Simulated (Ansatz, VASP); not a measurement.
# Mg2CdN2 in VASP and in Ansatz

Contents of INCAR:

```
PREC = Accurate ; ENCUT = 520
EDIFF = 1E-7 ; ISMEAR = 0
SIGMA = 0.01 ; LREAL = False
LASPH = True ; NELM = 60
ALGO = Normal ; ISIF = 2
LWAVE = False ; LCHARG = False
NBANDS = 21
```

The input KPOINTS:

```
Automatic mesh
0
Gamma
  6 6 4
```

The input POSCAR:

```
Mg2CdN2
1.0
    3.5528800000      0.0000000000      0.0000000000
   -1.7764400000      3.0768900000      0.0000000000
    0.0000000000      0.0000000000      5.9838300000
Mg Cd N
2 1 2
Direct
    0.6666666667      0.3333333333      0.1534400000
    0.3333333333      0.6666666667      0.8465600000
    0.0000000000      0.0000000000      0.5000000000
    0.6666666667      0.3333333333      0.7722300000
    0.3333333333      0.6666666667      0.2277700000
```

Input for Ansatz:

```yaml
crystal:
  lattice:
    - [3.55288, 0.0, 0.0]
    - [-1.77644, 3.07689, 0.0]
    - [0.0, 0.0, 5.98383]
  atoms:
    - { symbol: Mg, position: [0.6666666666666666, 0.3333333333333333, 0.15344] }
    - { symbol: Mg, position: [0.3333333333333333, 0.6666666666666666, 0.84656] }
    - { symbol: Cd, position: [0.0, 0.0, 0.5] }
    - { symbol: "N", position: [0.6666666666666666, 0.3333333333333333, 0.77223] }
    - { symbol: "N", position: [0.3333333333333333, 0.6666666666666666, 0.22777] }
basis:
  ecutwfc: 470.0
kpoints:
  mp_grid:
    grid: [6, 6, 4]
hamiltonian:
  xc: lda
  pseudopotentials:
    kind: paw
scf:
  occupations:
    method: fixed
output:
  eigenvalues: true
```

Alike in both runs: task single point; functional LDA; k mesh 6 × 6 × 4; no spin polarisation.

```csv
,VASP,Ansatz
version,VASP 6.6.1,Ansatz 0.2.0
potentials or method,"VASP PAW LDA potentials, release 64 (Mg, Cd, N), cutoff 520 eV","plane waves, PAW"
occupations,"gaussian, width 0.01 eV",fixed
valence electrons in the cell,26,50
```

|  | VASP | Ansatz | Ansatz less VASP |
| --- | --- | --- | --- |
| gap on the k mesh at the Fermi level (eV) | 0.38 | 0.38 | -0.005 |

LDA's correlation is that of Perdew and Zunger in VASP and of Perdew and Wang (1992) in Ansatz. VASP's potentials hold 26 valence electrons a cell and Ansatz's 50, so a difference there can come from the potentials and not from the codes.
